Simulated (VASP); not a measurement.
# MoS2 (R3m) in VASP: further runs

Aim: see how the results for MoS2 move with the level of theory and the settings. Levels: PBEsol, LDA. Tasks: single point.

Everything below comes from runs of VASP 6.6.1. Logs are shortened: lines on timing, memory, paths and dates and some standing lists are left out, and cuts for length are marked.

**1. The cell of the first run**

Symmetry: R3m, No. 160, trigonal system. Conventional cell: a = 3.117 Å, b = 3.117 Å, c = 18.201 Å, α = 90.00°, β = 90.00°, γ = 120.00°. Mo (site symmetry 3m) has 6 S at 2.35 to 2.36 Å within 3.1 Å. Within 3.1 Å of S (site symmetry 3m) lie 3 Mo at 2.36 Å and 1 S at 3.04 Å. S (site symmetry 3m) has 3 Mo at 2.35 Å and 1 S at 3.04 Å within 3.1 Å.

**2. Single point, PBEsol**

INCAR reads:

```
SYSTEM = MoS2
PREC     = Accurate       ! precision mode
ENCUT    = 520            ! plane-wave cutoff, eV
EDIFF    = 1E-7           ! SCF threshold, eV
ISMEAR   = -1             ! smearing method
SIGMA    = 0.05           ! smearing width, eV
LREAL    = .FALSE.        ! projectors in reciprocal space
LASPH    = .TRUE.         ! aspherical terms in the spheres
NELM     = 80             ! most SCF steps
ALGO     = Normal         ! electronic algorithm
ISIF     = 2              ! what is computed and relaxed
LWAVE    = .FALSE.        ! write WAVECAR
LCHARG   = .TRUE.         ! write CHGCAR
GGA      = PS             ! functional
LELF     = .TRUE.         ! ELF
LVHAR    = .TRUE.       
NBANDS   = 20             ! bands
```

KPOINTS reads:

```
regular mesh
0
G
  10 10 10
  0 0 0
```

POSCAR reads:

```
MoS2
1.0
    1.5586460310      0.8998847055      6.0668817029
   -1.5586460310      0.8998847055      6.0668817029
    0.0000000000     -1.7997694111      6.0668817029
Mo S
1 2
Direct
    0.0000000000      0.0000000000      0.0000000000
    0.4170000000      0.4170000000      0.4170000000
    0.2500000000      0.2500000000      0.2500000000
```

Potentials or basis: VASP PAW PBE potentials, release 64 (Mo_sv, S).

Started as:

```bash
$ cat potpaw_PBE.64/Mo_sv/POTCAR potpaw_PBE.64/S/POTCAR > POTCAR
$ mpirun -np 1 vasp_std > vasp.out
```

OUTCAR:

```text
SYSTEM = MoS2
   PREC = Accurate
   ENCUT = 520
   EDIFF = 1E-7
   ISMEAR = -1
   LREAL = .FALSE.
   LASPH = .TRUE.
   NELM = 80
   ISIF = 2
   GGA = PS

 ion  position               nearest neighbor table
   1  0.000  0.000  0.000-   3 2.35   3 2.35   3 2.35   2 2.36   2 2.36   2 2.36
   2  0.417  0.417  0.417-   1 2.36   1 2.36   1 2.36
   3  0.250  0.250  0.250-   1 2.35   1 2.35   1 2.35

  LATTYP: Found a trigonal (rhomboedric) cell.
 ALAT       =     6.3282085561
 COS(alpha) =     0.8786713335

  Lattice vectors:

 A1 = (   1.5586460310,   0.8998847055,   6.0668817029)
 A2 = (  -1.5586460310,   0.8998847055,   6.0668817029)
 A3 = (   0.0000000000,  -1.7997694111,   6.0668817029)

Analysis of symmetry for initial positions (statically):
=====================================================================
 Subroutine PRICEL returns:
 Original cell was already a primitive cell.

 Routine SETGRP: Setting up the symmetry group for a
 trigonal (rhombohedral) supercell.

 Subroutine GETGRP returns: Found  6 space group operations
 (whereof  6 operations were pure point group operations)
 out of a pool of 12 trial point group operations.

The static configuration has the point symmetry C_3v.

Analysis of symmetry for dynamics (positions and initial velocities):
=====================================================================
 Subroutine PRICEL returns:
 Original cell was already a primitive cell.

 Routine SETGRP: Setting up the symmetry group for a
 trigonal (rhombohedral) supercell.

 Subroutine GETGRP returns: Found  6 space group operations
 (whereof  6 operations were pure point group operations)
 out of a pool of 12 trial point group operations.

The dynamic configuration has the point symmetry C_3v.

 Subroutine INISYM returns: Found  6 space group operations
 (whereof  6 operations are pure point group operations),
 and found     1 'primitive' translations

----------------------------------------------------------------------------------------

                                     Primitive cell

  volume of cell :      51.0565

  direct lattice vectors                    reciprocal lattice vectors
     1.558646031  0.899884705  6.066881703     0.320791244  0.185208911  0.054943107
    -1.558646031  0.899884705  6.066881703    -0.320791244  0.185208911  0.054943107
     0.000000000 -1.799769411  6.066881703     0.000000000 -0.370417823  0.054943107

  length of vectors
     6.328208556  6.328208556  6.328208556     0.374470437  0.374470437  0.374470437

  position of ions in fractional coordinates (direct lattice)
     0.000000000  0.000000000  0.000000000
     0.417000000  0.417000000  0.417000000
     0.250000000  0.250000000  0.250000000

  ion indices of the primitive-cell ions
   primitive index   ion index
                 1           1
                 2           2
                 3           3

----------------------------------------------------------------------------------------

 KPOINTS: regular mesh

Automatic generation of k-mesh.
 Grid dimensions read from file:
 generate k-points for:   10   10   10

 Generating k-lattice:

  Cartesian coordinates                     Fractional coordinates (reciprocal lattice)
     0.032079124  0.018520891  0.005494311     0.100000000  0.000000000  0.000000000
    -0.032079124  0.018520891  0.005494311     0.000000000  0.100000000  0.000000000
     0.000000000 -0.037041782  0.005494311    -0.000000000 -0.000000000  0.100000000

  Length of vectors
     0.037447044  0.037447044  0.037447044

  Shift w.r.t. Gamma in fractional coordinates (k-lattice)
     0.000000000  0.000000000  0.000000000

 Subroutine IBZKPT returns following result:
 ===========================================

 Found    116 irreducible k-points:

 Following reciprocal coordinates:
            Coordinates               Weight
  0.000000  0.000000  0.000000      1.000000
  0.100000  0.000000  0.000000      6.000000
  0.200000  0.000000  0.000000      6.000000
  0.300000  0.000000  0.000000      6.000000
  0.400000  0.000000  0.000000      6.000000
  0.500000 -0.000000  0.000000      3.000000
[... 16 lines left out ...]
  0.300000  0.300000  0.000000      6.000000
  0.400000  0.300000  0.000000     12.000000
 [... further k-points ...]
   k-points           NKPTS =    116   k-points in BZ     NKDIM =    116   number of bands    NBANDS=     20
   number of dos      NEDOS =    301   number of ions     NIONS =      3
   total plane-waves  NPLWV = 110592
   dimension x,y,z NGX =    48 NGY =   48 NGZ =   48
   dimension x,y,z NGXF=    96 NGYF=   96 NGZF=   96
   ions per type =               1   2
   NGX,Y,Z   is equivalent  to a cutoff of  12.61, 12.61, 12.61 a.u.
   NGXF,Y,Z  is equivalent  to a cutoff of  25.22, 25.22, 25.22 a.u.
 SYSTEM =  MoS2
   PREC   = accura    normal or accurate (medium, high low for compatibility)
   ISTART =      0    job   : 0-new  1-cont  2-samecut
   ICHARG =      2    charge: 1-file 2-atom 10-const
   ISPIN  =      1    spin polarized calculation?
   LNONCOLLINEAR =      F non collinear calculations
   LSORBIT =      F    spin-orbit coupling
   LASPH  =      T    aspherical Exc in radial PAW
   ENCUT  =  520.0 eV  38.22 Ry    6.18 a.u.  11.77 11.77 11.77*2*pi/ulx,y,z
   NELM   =     80;   NELMIN=  2; NELMDL= -5     # of ELM steps
   EDIFF  = 0.1E-06   stopping-criterion for ELM
   LREAL  =      F    real-space projection
   EDIFFG = 0.1E-05   stopping-criterion for IOM
   NSW    =      0    number of steps for IOM
   IBRION =     -1    ionic relax: 0-MD 1-quasi-New 2-CG
   NFREE  =      0    steps in history (QN), initial steepest desc. (CG)
   ISIF   =      2    stress and relaxation
   ISYM   =      2    0-nonsym 1-usesym 2-fastsym
   POTIM  = 0.5000    time-step for ionic-motion
   TEBEG  =    0.0;   TEEND  =   0.0 temperature during run
   PSTRESS=    0.0 pullay stress
   NELECT =      26.0000    total number of electrons
   NUPDOWN=      -1.0000    fix difference up-down
   EMIN   =  10.00;   EMAX   =-10.00  energy-range for DOS
   EFERMI =   0.00;   METHOD = LEGACY
   ISMEAR =    -1;   SIGMA  =   0.05  broadening in eV -4-tet -1-fermi 0-gaus
   EFERMI_NEDOS =   21; number of points for ismear=-14 and -15
   IALGO  =     38    algorithm
   IMIX   =      4    mixing-type and parameters
     AMIX     =   0.40;   BMIX     =  1.00
     AMIX_MAG =   1.60;   BMIX_MAG =  1.00
  volume/ion in A,a.u.               =      17.02       114.85
  Fermi-wavevector in a.u.,A,eV,Ry     =   1.307321  2.470478 23.253556  1.709088
  Thomas-Fermi vector in A             =   2.438063
   LORBIT       =      0    0 simple, 1 ext, 2 COOP (PROOUT), +10 PAW based schemes
   GGA     = PS    functional components
   LHFCALC =     F    Hartree Fock is set to
   AEXX    =    0.0000 exact exchange contribution
   IVDW    =     0    specifies the selected vdW correction
   LEPSILON=     F    determine dielectric tensor
   LRPA    =     F    only Hartree local field effects (RPA)
 non-spin polarized calculation
  energy-cutoff  :      520.00
  volume of cell :       51.06
 maximum number of plane-waves:      1390
   NGX = 23   NGY = 23   NGZ = 23

 number of electron      26.0000000 magnetization

 Free energy of the ion-electron system (eV)
  ---------------------------------------------------
  ext. energy  EPLUGINS =         0.00000000
  ---------------------------------------------------
  free energy    TOTEN  =       -23.39444906 eV

  energy without entropy =      -23.39444764  energy(sigma->0) =      -23.39444835

 E-fermi :   8.5621     XC(G=0): -11.2058

 val. band max:        8.1666568786   @ k =   0.5000   0.5000   0.5000
 cond. band min:       9.0518302471   @ k =  -0.2000   0.2000   0.0000
 fundamental gap:      0.8851733685
 Fermi energy:         8.5620890542

 k-point     1 :       0.0000    0.0000    0.0000
  band No.  band energies     occupation
      1     -53.3265      2.00000
      2     -27.5758      2.00000
      3     -27.2868      2.00000
      4     -27.2868      2.00000
      5      -7.2783      2.00000
      6      -5.3898      2.00000
[... 12 lines left out ...]
     19      16.3151      0.00000
     20      16.6624      0.00000

 k-point     2 :       0.1000    0.0000    0.0000
  band No.  band energies     occupation
      1     -53.3216      2.00000
      2     -27.5663      2.00000
      3     -27.3343      2.00000
      4     -27.2974      2.00000
      5      -7.1104      2.00000
      6      -5.3441      2.00000
[... 12 lines left out ...]
     19      16.6974      0.00000
     20      16.9884      0.00000

 k-point     3 :       0.2000    0.0000    0.0000
  band No.  band energies     occupation
      1     -53.3088      2.00000
      2     -27.5412      2.00000
      3     -27.4571      2.00000
      4     -27.3251      2.00000
      5      -6.6429      2.00000
      6      -5.2167      2.00000
[... 12 lines left out ...]
     19      16.7587      0.00000
     20      17.2268      0.00000

 k-point     4 :       0.3000    0.0000    0.0000
  band No.  band energies     occupation
      1     -53.2929      2.00000
      2     -27.6057      2.00000
      3     -27.5101      2.00000
      4     -27.3592      2.00000
      5      -5.9886      2.00000
      6      -5.0408      2.00000
[... 12 lines left out ...]
     19      15.9228      0.00000
     20      16.4362      0.00000

 k-point     5 :       0.4000    0.0000    0.0000
  band No.  band energies     occupation
      1     -53.2800      2.00000
      2     -27.7235      2.00000
      3     -27.4847      2.00000
      4     -27.3866      2.00000
      5      -5.3599      2.00000
      6      -4.8821      2.00000
[... 12 lines left out ...]
     19      15.0478      0.00000
     20      15.7129      0.00000
[... 353 lines left out ...]
      6      -4.7736      2.00000
[... 12 lines left out ...]
     19      16.1844      0.00000
     20      17.1656      0.00000

 k-point    22 :      -0.2000    0.2000    0.0000
  band No.  band energies     occupation
      1     -53.2855      2.00000
      2     -27.6307      2.00000
      3     -27.4956      2.00000
      4     -27.4194      2.00000
      5      -5.6675      2.00000
      6      -4.9179      2.00000
[... 12 lines left out ...]
     19      16.3329      0.00000
     20      17.2592      0.00000

 k-point    23 :       0.3000    0.3000    0.0000
  band No.  band energies     occupation
      1     -53.2929      2.00000
      2     -27.6057      2.00000
      3     -27.5101      2.00000
      4     -27.3592      2.00000
      5      -5.9376      2.00000
      6      -5.1142      2.00000
[... 12 lines left out ...]
     19      16.0071      0.00000
     20      16.9155      0.00000

 k-point    24 :       0.4000    0.3000    0.0000
  band No.  band energies     occupation
      1     -53.2840      2.00000
      2     -27.6677      2.00000
      3     -27.4926      2.00000
      4     -27.3987      2.00000
      5      -5.5144      2.00000
      6      -5.0008      2.00000
[... 12 lines left out ...]
     19      15.8739      0.00000
     20      16.7936      0.00000

 [... further k-points ...]
[... 5 lines left out ...]
  --------------------------------------------------------------------------------------
  -------------------------------------------------------------------------------------
  Total        1.9239186      1.9239186      3.1167704      0.0000000     -0.0000000      0.0000000
  in kB       60.3734699     60.3734699     97.8057186      0.0000000     -0.0000000      0.0000000
  external PRESSURE =      72.8508861 kB  Pullay stress =       0.0000000 kB

 VOLUME and BASIS-vectors are now :
 -----------------------------------------------------------------------------
  energy-cutoff  :      520.00
  volume of cell :       51.06
      direct lattice vectors                 reciprocal lattice vectors
     1.558646031  0.899884705  6.066881703     0.320791244  0.185208911  0.054943107
    -1.558646031  0.899884705  6.066881703    -0.320791244  0.185208911  0.054943107
     0.000000000 -1.799769411  6.066881703     0.000000000 -0.370417823  0.054943107

 POSITION                                       TOTAL-FORCE (eV/Angst)
 -----------------------------------------------------------------------------------
      0.00000      0.00000      0.00000         0.000000     -0.000000      0.094040
      0.00000     -0.00000      7.58967         0.000000     -0.000000      0.904364
      0.00000     -0.00000      4.55016         0.000000      0.000000     -0.998404
 -----------------------------------------------------------------------------------
    total drift:                                0.000000     -0.000000     -0.000005

  FREE ENERGIE OF THE ION-ELECTRON SYSTEM (eV)
  ---------------------------------------------------
  free  energy   TOTEN  =       -23.3944490620 eV

  energy  without entropy=      -23.3944476359  energy(sigma->0) =      -23.39444835
```

Wall time 13 min (1 thread of AMD EPYC 7R13 (Zen 3), shared host); peak memory 0.34 GiB.

What came out:

| Quantity | Value |
| --- | --- |
| Free energy | -23.3944 eV |
| Pressure | 7.3 GPa |
| Largest force | 0.998 eV/Å |
| Band gap on the k mesh | 0.89 eV, indirect (least direct gap 2.08 eV) |

Forces on the atoms (eV/Å):
```
Mo   0.000  0.000  0.094
S    0.000  0.000  0.904
S    0.000  0.000 -0.998
```

Levels at points of the mesh, in eV from the valence-band top:
```csv
k point,band 11,band 12,band 13,band 14,band 15,band 16
"(0.00, 0.00, 0.00)",-2.48,-1.38,-1.29,2.07,2.07,2.58
"(0.50, 0.00, 0.00)",-2.46,-1.72,-1.64,1.64,2.07,3.53
"(0.50, 0.50, 0.00)",-3.08,-1.92,-1.44,1.59,2.22,3.03
"(0.50, 0.50, 0.50)",-2.45,-2.45,0.00,2.17,2.17,2.43
```

Caveat: the PAW data sets were made with another functional, which shifts forces and pressure a little. A k mesh can miss the band edges.

**3. Single point, LDA**

This run uses another cell than the first one, of 17.37 Å³/atom, 1.021 times its volume.

INCAR reads:

```
SYSTEM = MoS2
PREC = Accurate
ENCUT = 520
EDIFF = 1E-7
ISMEAR = -1
SIGMA = 0.05
LREAL = .FALSE.
LASPH = .TRUE.
NELM = 100
ALGO = Normal
ISIF = 2
LWAVE = .FALSE.
LCHARG = .TRUE.
LELF = .TRUE.
LVHAR = .TRUE.
NBANDS = 20
```

KPOINTS is that of step 2.

POSCAR reads:

```
MoS2
1.0
    1.5693956536      0.9060910031      6.1087235885
   -1.5693956536      0.9060910031      6.1087235885
    0.0000000000     -1.8121820061      6.1087235885
Mo S
1 2
Direct
    0.0000000000      0.0000000000      0.0000000000
    0.4170000000      0.4170000000      0.4170000000
    0.2500000000      0.2500000000      0.2500000000
```

Potentials or basis: VASP PAW LDA potentials, release 64 (Mo_sv, S).

Started as:

```bash
$ cat potpaw_LDA.64/Mo_sv/POTCAR potpaw_LDA.64/S/POTCAR > POTCAR
$ mpirun -np 1 vasp_std > vasp.out
```

Run time: 8.1 min. Hardware: 1 thread of AMD EPYC 7R13 (Zen 3), shared host; peak memory 0.29 GiB.

Results (log left out):

| Property | Result |
| --- | --- |
| Free energy | -24.4658 eV |
| Pressure | 0.9 GPa |
| Largest force | 0.447 eV/Å |
| Band gap on the k mesh | 0.87 eV, indirect (least direct gap 2.02 eV) |

Forces on the atoms (eV/Å):
```
Mo   0.000  0.000  0.087
S    0.000  0.000  0.360
S    0.000  0.000 -0.447
```

Stress tensor (GPa, compression positive):
```
-0.04  0.00  0.00
 0.00 -0.04  0.00
 0.00  0.00  2.79
```

Levels at points of the mesh, in eV from the valence-band top:
| k point | band 11 | band 12 | band 13 | band 14 | band 15 | band 16 |
| --- | --- | --- | --- | --- | --- | --- |
| (0.00, 0.00, 0.00) | -2.42 | -1.33 | -1.25 | 2.02 | 2.02 | 2.50 |
| (0.50, 0.00, 0.00) | -2.40 | -1.69 | -1.58 | 1.58 | 2.01 | 3.45 |
| (0.50, 0.50, 0.00) | -3.01 | -1.88 | -1.38 | 1.53 | 2.14 | 2.96 |
| (0.50, 0.50, 0.50) | -2.39 | -2.39 | 0.00 | 2.12 | 2.12 | 2.35 |

(Continued in part 2 of 2.)
